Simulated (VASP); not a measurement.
# KZn3Ge4P7 (a cell with a defect) in VASP: further runs

KZn3Ge4P7 (a cell with a defect) is run at these levels: PBEsol, revPBE, PBEsol+D3(BJ); tasks: single point.

Everything below comes from runs of VASP 6.6.1. Logs are shortened: lines on timing, memory, paths and dates and some standing lists are left out, and cuts for length are marked.

## (1) The cell of the first run

The cell holds a defect, 15 atoms: a = 5.424 Å, b = 5.424 Å, c = 10.709 Å, α = 90.00°, β = 90.00°, γ = 90.00°.

## (2) Single point, PBEsol, collinear spin

INCAR

```
SYSTEM = KZn3Ge4P7
PREC = Accurate ; ENCUT = 520
EDIFF = 1E-7 ; ISMEAR = -1
SIGMA = 0.05 ; LREAL = Auto
LASPH = .True. ; NELM = 150
ALGO = Normal ; ISIF = 2
LWAVE = .False. ; LCHARG = .False.
ISPIN = 2 ; MAGMOM = 0 0 0.286 0.286 0 0 0.286 0 0 0.286 0.286 0 0.286 0 0.286
LORBIT = 11 ; GGA = PS
NBANDS = 85 ; NELECT = 134.0
```

KPOINTS

```
regular mesh
0
Gamma
  1 1 1
  0 0 0
```

POSCAR

```
KZn3Ge4P7
1.0
    5.4241330000     -0.0000440000     -0.0000150000
   -0.0000440000      5.4241330000     -0.0000150000
   -0.0000300000     -0.0000300000     10.7085280000
Zn Ge P K
3 4 7 1
Direct
    0.9982090000      0.0025290000      0.9986230000
    0.9977580000      0.4972560000      0.2492840000
    0.4997240000      0.9892430000      0.7500420000
    0.0030980000      0.0033930000      0.4989070000
    0.5056430000      0.9986550000      0.2508260000
    0.4994140000      0.5021530000      0.0011570000
    0.0059060000      0.4990860000      0.7521410000
    0.2526380000      0.2546750000      0.1242670000
    0.7474820000      0.7465570000      0.1225030000
    0.7489190000      0.2491210000      0.3779360000
    0.2520790000      0.7545780000      0.3783460000
    0.2537350000      0.7450450000      0.8728500000
    0.7502490000      0.7499760000      0.6249880000
    0.7530330000      0.2505880000      0.8747270000
    0.4962420000      0.4980230000      0.4977660000
```

Potentials or basis: VASP PAW PBE potentials, release 64 (Zn, Ge_d, P, K_sv).

Run with:

```
$ cat potpaw_PBE.64/Zn/POTCAR potpaw_PBE.64/Ge_d/POTCAR potpaw_PBE.64/P/POTCAR potpaw_PBE.64/K_sv/POTCAR > POTCAR
$ mpirun -np 1 vasp_gam > vasp.out
```

OUTCAR:

```text
SYSTEM = KZn3Ge4P7
   PREC = Accurate
   ENCUT = 520
   EDIFF = 1E-7
   ISMEAR = -1
   LREAL = Auto
   LASPH = .True.
   NELM = 150
   ISIF = 2
   ISPIN = 2
   LORBIT = 11
   GGA = PS
   NELECT = 134.0

 ion  position               nearest neighbor table
   1  0.998  0.003  0.999-  14 2.31   9 2.35   8 2.36  12 2.38
   2  0.998  0.497  0.249-   8 2.33   9 2.35  10 2.35  11 2.40
   3  0.500  0.989  0.750-  12 2.29  13 2.31  14 2.38
   4  0.003  0.003  0.499-  11 2.30  10 2.31  13 2.37
   5  0.506  0.999  0.251-  10 2.33   9 2.34  11 2.35   8 2.38
   6  0.499  0.502  0.001-   9 2.29   8 2.31  12 2.32  14 2.36
   7  0.006  0.499  0.752-  12 2.29  14 2.33  13 2.37
   8  0.253  0.255  0.124-   6 2.31   2 2.33   1 2.36   5 2.38
   9  0.747  0.747  0.123-   6 2.29   5 2.34   2 2.35   1 2.35
  10  0.749  0.249  0.378-  15 2.31   4 2.31   5 2.33   2 2.35
  11  0.252  0.755  0.378-   4 2.30  15 2.31   5 2.35   2 2.40
  12  0.254  0.745  0.873-   7 2.29   3 2.29   6 2.32   1 2.38
  13  0.750  0.750  0.625-   3 2.31   4 2.37  15 2.37   7 2.37
  14  0.753  0.251  0.875-   1 2.31   7 2.33   6 2.36   3 2.38
  15  0.496  0.498  0.498-  11 2.31  10 2.31  13 2.37

  LATTYP: Found a base centered orthorhombic cell.
 ALAT       =     7.6708202274
 B/A-ratio  =     1.0000162239
 C/A-ratio  =     1.3960082081

  Lattice vectors:

 A1 = (   5.4241330000,  -0.0000440000,  -0.0000150000)
 A2 = (  -0.0000440000,   5.4241330000,  -0.0000150000)
 A3 = (  -0.0000300000,  -0.0000300000,  10.7085280000)

Analysis of symmetry for initial positions (statically):
=====================================================================
 Subroutine PRICEL returns:
 Original cell was already a primitive cell.

 Routine SETGRP: Setting up the symmetry group for a
 base centered orthorhombic supercell.

 Subroutine GETGRP returns: Found  1 space group operations
 (whereof  1 operations were pure point group operations)
 out of a pool of  8 trial point group operations.

The static configuration has the point symmetry C_1 .

Analysis of symmetry for dynamics (positions and initial velocities):
=====================================================================
 Subroutine PRICEL returns:
 Original cell was already a primitive cell.

 Routine SETGRP: Setting up the symmetry group for a
 base centered orthorhombic supercell.

 Subroutine GETGRP returns: Found  1 space group operations
 (whereof  1 operations were pure point group operations)
 out of a pool of  8 trial point group operations.

The dynamic configuration has the point symmetry C_1 .

Analysis of structural, dynamic, and magnetic symmetry:
=====================================================================
 Subroutine PRICEL returns:
 Original cell was already a primitive cell.

 Routine SETGRP: Setting up the symmetry group for a
 base centered orthorhombic supercell.

 Subroutine GETGRP returns: Found  1 space group operations
 (whereof  1 operations were pure point group operations)
 out of a pool of  8 trial point group operations.

The overall configuration has the point symmetry C_1 .

 Subroutine INISYM returns: Found  1 space group operations
 (whereof  1 operations are pure point group operations),
 and found     1 'primitive' translations

----------------------------------------------------------------------------------------

                                     Primitive cell

  volume of cell :     315.0579

  direct lattice vectors                    reciprocal lattice vectors
     5.424133000 -0.000044000 -0.000015000     0.184361261  0.000001496  0.000000516
    -0.000044000  5.424133000 -0.000015000     0.000001496  0.184361261  0.000000516
    -0.000030000 -0.000030000 10.708528000     0.000000258  0.000000258  0.093383516

  length of vectors
     5.424133000  5.424133000 10.708528000     0.184361261  0.184361261  0.093383516

  position of ions in fractional coordinates (direct lattice)
     0.998209000  0.002529000  0.998623000
     0.997758000  0.497256000  0.249284000
     0.499724000  0.989243000  0.750042000
     0.003098000  0.003393000  0.498907000
     0.505643000  0.998655000  0.250826000
     0.499414000  0.502153000  0.001157000
     0.005906000  0.499086000  0.752141000
     0.252638000  0.254675000  0.124267000
     0.747482000  0.746557000  0.122503000
     0.748919000  0.249121000  0.377936000
     0.252079000  0.754578000  0.378346000
     0.253735000  0.745045000  0.872850000
     0.750249000  0.749976000  0.624988000
     0.753033000  0.250588000  0.874727000
     0.496242000  0.498023000  0.497766000

  ion indices of the primitive-cell ions
   primitive index   ion index
                 1           1
                 2           2
                 3           3
                 4           4
                 5           5
                 6           6
                 7           7
                 8           8
                 9           9
                10          10
                11          11
                12          12
                13          13
                14          14
                15          15

----------------------------------------------------------------------------------------

 KPOINTS: regular mesh

Automatic generation of k-mesh.
 Grid dimensions read from file:
 generate k-points for:    1    1    1

 Generating k-lattice:

  Cartesian coordinates                     Fractional coordinates (reciprocal lattice)
     0.184361261  0.000001496  0.000000516     1.000000000 -0.000000000  0.000000000
     0.000001496  0.184361261  0.000000516    -0.000000000  1.000000000  0.000000000
     0.000000258  0.000000258  0.093383516     0.000000000  0.000000000  1.000000000

  Length of vectors
     0.184361261  0.184361261  0.093383516

  Shift w.r.t. Gamma in fractional coordinates (k-lattice)
     0.000000000  0.000000000  0.000000000

 Subroutine IBZKPT returns following result:
 ===========================================

 Found      1 irreducible k-points:

 Following reciprocal coordinates:
            Coordinates               Weight
  0.000000  0.000000  0.000000      1.000000
   k-points           NKPTS =      1   k-points in BZ     NKDIM =      1   number of bands    NBANDS=     85
   number of dos      NEDOS =    301   number of ions     NIONS =     15
   total plane-waves  NPLWV = 128000
   dimension x,y,z NGX =    40 NGY =   40 NGZ =   80
   dimension x,y,z NGXF=    80 NGYF=   80 NGZF=  160
   ions per type =               3   4   7   1
   NGX,Y,Z   is equivalent  to a cutoff of  12.26, 12.26, 12.42 a.u.
   NGXF,Y,Z  is equivalent  to a cutoff of  24.52, 24.52, 24.84 a.u.
 SYSTEM =  KZn3Ge4P7
   PREC   = accura    normal or accurate (medium, high low for compatibility)
   ISTART =      0    job   : 0-new  1-cont  2-samecut
   ICHARG =      2    charge: 1-file 2-atom 10-const
   ISPIN  =      2    spin polarized calculation?
   LNONCOLLINEAR =      F non collinear calculations
   LSORBIT =      F    spin-orbit coupling
   LASPH  =      T    aspherical Exc in radial PAW
   ENCUT  =  520.0 eV  38.22 Ry    6.18 a.u.  10.09 10.09 19.91*2*pi/ulx,y,z
   NELM   =    150;   NELMIN=  2; NELMDL= -5     # of ELM steps
   EDIFF  = 0.1E-06   stopping-criterion for ELM
   LREAL  =      T    real-space projection
   EDIFFG = 0.1E-05   stopping-criterion for IOM
   NSW    =      0    number of steps for IOM
   IBRION =     -1    ionic relax: 0-MD 1-quasi-New 2-CG
   NFREE  =      0    steps in history (QN), initial steepest desc. (CG)
   ISIF   =      2    stress and relaxation
   ISYM   =      2    0-nonsym 1-usesym 2-fastsym
   POTIM  = 0.5000    time-step for ionic-motion
   TEBEG  =    0.0;   TEEND  =   0.0 temperature during run
   PSTRESS=    0.0 pullay stress
   NELECT =     134.0000    total number of electrons
   NUPDOWN=      -1.0000    fix difference up-down
   EMIN   =  10.00;   EMAX   =-10.00  energy-range for DOS
   EFERMI =   0.00;   METHOD = LEGACY
   ISMEAR =    -1;   SIGMA  =   0.05  broadening in eV -4-tet -1-fermi 0-gaus
   EFERMI_NEDOS =   21; number of points for ismear=-14 and -15
   IALGO  =     38    algorithm
   IMIX   =      4    mixing-type and parameters
     AMIX     =   0.40;   BMIX     =  1.00
     AMIX_MAG =   1.60;   BMIX_MAG =  1.00
  volume/ion in A,a.u.               =      21.00       141.74
  Fermi-wavevector in a.u.,A,eV,Ry     =   1.231156  2.326547 20.622951  1.515744
  Thomas-Fermi vector in A             =   2.365976
   LORBIT       =     11    0 simple, 1 ext, 2 COOP (PROOUT), +10 PAW based schemes
   GGA     = PS    functional components
   LHFCALC =     F    Hartree Fock is set to
   AEXX    =    0.0000 exact exchange contribution
   IVDW    =     0    specifies the selected vdW correction
   LEPSILON=     F    determine dielectric tensor
   LRPA    =     F    only Hartree local field effects (RPA)
 spin polarized calculation
  energy-cutoff  :      520.00
  volume of cell :      315.06
 maximum number of plane-waves:      4242
   NGX = 21   NGY = 21   NGZ = 39

 number of electron     134.0000016 magnetization       1.5781846

 Free energy of the ion-electron system (eV)
  ---------------------------------------------------
  ext. energy  EPLUGINS =         0.00000000
  ---------------------------------------------------
  free energy    TOTEN  =       -67.73333720 eV

  energy without entropy =      -67.67443649  energy(sigma->0) =      -67.70388685

 E-fermi :   3.5049     XC(G=0):  -9.6514

 val. band max:        3.4321821749   @ k =   0.0000   0.0000   0.0000
 cond. band min:       3.5751364057   @ k =   0.0000   0.0000   0.0000
 fundamental gap:      0.1429542308
 Fermi energy:         3.5049012506

 spin component 1

 k-point     1 :       0.0000    0.0000    0.0000
  band No.  band energies     occupation
      1     -25.7960      1.00000
      2     -21.0389      1.00000
      3     -21.0138      1.00000
      4     -21.0067      1.00000
      5     -20.9859      1.00000
      6     -20.9507      1.00000
[... 71 lines left out ...]
     78       6.8023      0.00000
     79       7.0985      0.00000
 Fermi energy:         3.5049012506

 spin component 2

 k-point     1 :       0.0000    0.0000    0.0000
  band No.  band energies     occupation
      1     -25.7163      1.00000
      2     -21.0282      1.00000
      3     -21.0099      1.00000
      4     -21.0039      1.00000
      5     -20.9787      1.00000
      6     -20.9461      1.00000
[... 71 lines left out ...]
     78       6.9129      0.00000
     79       7.1695      0.00000
 [bands above 79 left out]

------------------------ aborting loop because EDIFF is reached ----------------------------------------

  FORCE on cell =-STRESS in cart. coord.  units (eV):
  Direction    XX          YY          ZZ          XY          YZ          ZX
  --------------------------------------------------------------------------------------
  -------------------------------------------------------------------------------------
  Total        1.1473160      2.8469265    -20.5500557     -1.1702643      4.2278935      2.7451845
  in kB        5.8344939     14.4775940   -104.5040566     -5.9511939     21.5002836     13.9602016
  external PRESSURE =     -28.0639896 kB  Pullay stress =       0.0000000 kB

 VOLUME and BASIS-vectors are now :
 -----------------------------------------------------------------------------
  energy-cutoff  :      520.00
  volume of cell :      315.06
      direct lattice vectors                 reciprocal lattice vectors
     5.424133000 -0.000044000 -0.000015000     0.184361261  0.000001496  0.000000516
    -0.000044000  5.424133000 -0.000015000     0.000001496  0.184361261  0.000000516
    -0.000030000 -0.000030000 10.708528000     0.000000258  0.000000258  0.093383516

 POSITION                                       TOTAL-FORCE (eV/Angst)
 -----------------------------------------------------------------------------------
      5.41439      0.01364     10.69377         0.052294      0.023303     -0.138138
      5.41194      2.69713      2.66944        -0.015657      0.121547      0.058263
      2.71050      5.36574      8.03182         0.685094      0.203960      0.415826
      0.01679      0.01839      5.34256         0.013233      0.204802      0.451186
      2.74262      5.41681      2.68595        -0.116807      0.300465     -0.353766
      2.70887      2.72372      0.01237         0.313504     -0.010264     -0.609134
      0.03199      2.70709      8.05432        -0.508608      0.104151     -0.324781
      1.37033      1.38138      1.33071         0.123185     -0.524626      0.579680
      4.05441      4.04939      1.31180         0.096576      0.092808      0.406070
      4.06221      1.35122      4.04712         3.815664     -3.657869     -2.509247
      1.36727      4.09291      4.05151        -3.494982      3.671432     -2.779120
      1.37623      4.04119      9.34692        -0.531402     -0.091602      0.260070
      4.06940      4.06792      6.69268         3.351306      2.477480      2.287085
      4.08451      1.35916      9.36702        -0.455556      0.182654     -0.152812
      2.69165      2.70131      5.33033        -3.327845     -3.098241      2.408819
 -----------------------------------------------------------------------------------
    total drift:                               -0.014042     -0.007666     -0.009310

  FREE ENERGIE OF THE ION-ELECTRON SYSTEM (eV)
  ---------------------------------------------------
  free  energy   TOTEN  =       -67.7333372050 eV

  energy  without entropy=      -67.6744364873  energy(sigma->0) =      -67.70388685

 total charge

# of ion       s       p       d       tot
------------------------------------------
    1        0.571   0.540   9.727  10.839
    2        0.558   0.547   9.724  10.829
    3        0.577   0.453   9.728  10.757
    4        1.134   1.113  10.040  12.287
    5        1.086   1.187  10.067  12.340
    6        1.102   1.211  10.077  12.390
    7        1.131   1.106  10.035  12.273
    8        1.047   1.418   0.000   2.465
    9        1.026   1.450   0.000   2.476
   10        1.077   1.436   0.000   2.513
   11        1.075   1.424   0.000   2.499
   12        1.031   1.452   0.000   2.483
   13        1.076   1.419   0.000   2.496
   14        1.033   1.442   0.000   2.475
   15        2.019   5.581   0.212   7.811
--------------------------------------------------
tot         15.543  21.780  69.610 106.932

 magnetization (x)

# of ion       s       p       d       tot
------------------------------------------
    1        0.000   0.015   0.012   0.027
    2       -0.002   0.024   0.021   0.043
    3        0.001   0.019   0.006   0.026
    4        0.000   0.022   0.004   0.026
    5       -0.000   0.005   0.017   0.022
    6       -0.002  -0.004   0.016   0.011
    7       -0.001   0.012   0.003   0.014
    8        0.005   0.071   0.000   0.076
    9        0.006   0.099   0.000   0.105
   10        0.013   0.134   0.000   0.147
   11        0.016   0.163   0.000   0.179
   12        0.005   0.060   0.000   0.064
   13        0.001   0.028   0.000   0.029
   14        0.000   0.042   0.000   0.042
   15        0.001   0.033   0.038   0.073
--------------------------------------------------
tot          0.043   0.723   0.118   0.883
```

It took 68 s on 1 thread of Intel Xeon 6975P-C (Granite Rapids), shared host; peak memory 0.44 GiB.

Results:

| Item | Value |
| --- | --- |
| Free energy | -67.7333 eV |
| Largest force | 5.851 eV/Å |
| Net moment | 1.58 μB per cell |
| Site moments | Zn +0.03, +0.04 (each value once); Ge +0.03, +0.02, +0.01 (each value once); P +0.08, +0.10, +0.15, +0.18, +0.06, +0.03, +0.04; K +0.07 μB |
| Valence electrons inside the program's atomic spheres | Zn 10.84, 10.83, 10.76; Ge 12.29, 12.34, 12.39, 12.27; P 2.46, 2.48, 2.51, 2.50 (each value once); K 7.81 |

Forces in eV/Å, atoms in the order of the input:
```
Zn   0.052  0.023 -0.138
Zn  -0.016  0.122  0.058
Zn   0.685  0.204  0.416
Ge   0.013  0.205  0.451
Ge  -0.117  0.300 -0.354
Ge   0.314 -0.010 -0.609
Ge  -0.509  0.104 -0.325
P    0.123 -0.525  0.580
P    0.097  0.093  0.406
P    3.816 -3.658 -2.509
P   -3.495  3.671 -2.779
P   -0.531 -0.092  0.260
P    3.351  2.477  2.287
P   -0.456  0.183 -0.153
K   -3.328 -3.098  2.409
```

Levels at points of the mesh, in eV from the Fermi level:
Spin up:
| k point | band 64 | band 65 | band 66 | band 67 | band 68 | band 69 | band 70 | band 71 | band 72 | band 73 |
| --- | --- | --- | --- | --- | --- | --- | --- | --- | --- | --- |
| (0.00, 0.00, 0.00) | -1.01 | -0.84 | -0.46 | -0.19 | -0.07 | 0.91 | 1.37 | 1.82 | 1.89 | 2.07 |
Spin down:
```tsv
k point	band 64	band 65	band 66	band 67	band 68	band 69
(0.00, 0.00, 0.00)	-0.94	-0.75	-0.32	0.07	0.21	1.00
```

Caveat: the k points lie up to 1.16 Å⁻¹ apart; the cell carries a net charge on a neutralising background, which shifts energy and pressure; the cell is charged against a uniform background, so pressure and absolute levels hang on convention; the PAW data sets were made with another functional, which shifts forces and pressure a little.

## (3) Single point, revPBE, collinear spin

INCAR

```
SYSTEM = KZn3Ge4P7
ALGO     = Normal         ! electronic algorithm
EDIFF    = 1E-6           ! SCF threshold, eV
ENCUT    = 520            ! plane-wave cutoff, eV
GGA      = RE             ! functional
ISIF     = 2              ! what is computed and relaxed
ISMEAR   = -1             ! smearing method
ISPIN    = 2              ! spin polarisation
LASPH    = .TRUE.         ! aspherical terms in the spheres
LCHARG   = .TRUE.         ! write CHGCAR
LELF     = .TRUE.         ! ELF
LORBIT   = 11             ! projections on sites
LREAL    = Auto         
LVHAR    = .TRUE.       
LWAVE    = .FALSE.        ! write WAVECAR
MAGMOM   = 0 0 0.286 0.286 0 0 0.286 0 0 0.286 0.286 0 0.286 0 0.286 ! initial moments
NBANDS   = 85             ! bands
NELECT   = 134.0        
NELM     = 150            ! most SCF steps
PREC     = Accurate       ! precision mode
SIGMA    = 0.05           ! smearing width, eV
```

KPOINTS

```
Automatic mesh
0
Gamma
  1 1 1
  0.5 0.5 0.5
```

POSCAR is that of step 2.

Potentials or basis: VASP PAW PBE potentials, release 64 (Zn, Ge_d, P, K_sv).

Run with:

```
$ cat potpaw_PBE.64/Zn/POTCAR potpaw_PBE.64/Ge_d/POTCAR potpaw_PBE.64/P/POTCAR potpaw_PBE.64/K_sv/POTCAR > POTCAR
$ mpirun -np 1 vasp_std > vasp.out
```

Wall time 90 s (1 thread of Intel Xeon 6975P-C (Granite Rapids), shared host); peak memory 0.46 GiB.

It converged, with:

```yaml
Free_energy: -56.6848 eV
Largest_force: 4.487 eV/Å
Net_moment: 0.90 μB per cell
Site_moments: Zn +0.03, +0.02, +0.04; Ge +0.00, +0.16 (each value once); P +0.08, +0.00, +0.01, +0.05, +0.02, +0.04 (each value once); K +0.01 μB
Valence_electrons_inside_the_program's_atomic_spheres: Zn 10.82, 10.76 (each value once); Ge 12.27, 12.36, 12.40, 12.28; P 2.51, 2.53, 2.55, 2.54, 2.50 (each value once); K 7.85
```

Forces in eV/Å, atoms in the order of the input:
```
Zn  -0.051 -0.231  0.076
Zn  -0.266  0.071 -0.229
Zn   0.321  0.242  0.381
Ge  -0.734 -0.980  0.551
Ge  -0.177 -0.032 -0.831
Ge   0.317 -0.218 -0.366
Ge   0.237 -0.327 -0.115
P    0.192 -0.314  0.393
P    0.141  0.264  0.339
P    2.701 -2.420 -2.056
P   -2.589  3.108 -1.813
P   -0.293  0.092  0.257
P    2.960  3.051  1.437
P   -0.374  0.307  0.301
K   -2.385 -2.613  1.677
```

Levels at points of the mesh, in eV from the Fermi level:
Spin up:
| k point | band 65 | band 66 | band 67 | band 68 | band 69 | band 70 |
| --- | --- | --- | --- | --- | --- | --- |
| (0.50, 0.50, 0.50) | -0.60 | -0.53 | -0.24 | 0.01 | 0.33 | 1.98 |
Spin down:
| k point | band 64 | band 65 | band 66 | band 67 | band 68 | band 69 | band 70 | band 71 |
| --- | --- | --- | --- | --- | --- | --- | --- | --- |
| (0.50, 0.50, 0.50) | -0.59 | -0.53 | -0.49 | -0.01 | 0.21 | 0.36 | 2.05 | 2.21 |

Caveat: the k points lie up to 1.16 Å⁻¹ apart; the cell carries a net charge on a neutralising background, which shifts energy and pressure; the cell is charged against a uniform background, so pressure and absolute levels hang on convention; the PAW data sets were made with another functional, which shifts forces and pressure a little.

(Part 1 of 2 ends here.)
